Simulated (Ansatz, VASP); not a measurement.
## Two plane-wave programs on BaZrO3

```
CELL_PARAMETERS angstrom
4.22721 0.00000 0.00000
0.00000 4.22721 0.00000
0.00000 0.00000 4.22721
ATOMIC_POSITIONS crystal
Ba 0.00000 0.00000 0.00000
O 0.50000 0.50000 0.00000
O 0.00000 0.50000 0.50000
O 0.50000 0.00000 0.50000
Zr 0.50000 0.50000 0.50000
```

Alike in both runs: task single point; functional r2SCAN; k mesh 6 × 6 × 6; occupations gaussian, width 0.02 eV; no spin polarisation.

|  | VASP | Ansatz |
| --- | --- | --- |
| version | VASP 6.6.1 | Ansatz 0.2.0 |
| potentials or method | VASP PAW PBE potentials, release 64 (Ba_sv, O, Zr_sv), cutoff 660 eV | scalar-relativistic, plane waves, PAW |
| valence electrons in the cell | 40 | 40 |

|  | VASP | Ansatz | Ansatz less VASP |
| --- | --- | --- | --- |
| gap on the k mesh at the Fermi level (eV) | 3.64 | 3.69 | +0.052 |
| least direct gap on the mesh (eV) | 3.91 | 3.93 | +0.020 |
| pressure (GPa) | -1.8 | -2.5 | -0.75 |

VASP's potentials were made for PBE, not for r2SCAN. The functional is the same, so the differences come from potentials, cutoffs and numerics.

Spin-orbit coupling is off throughout.
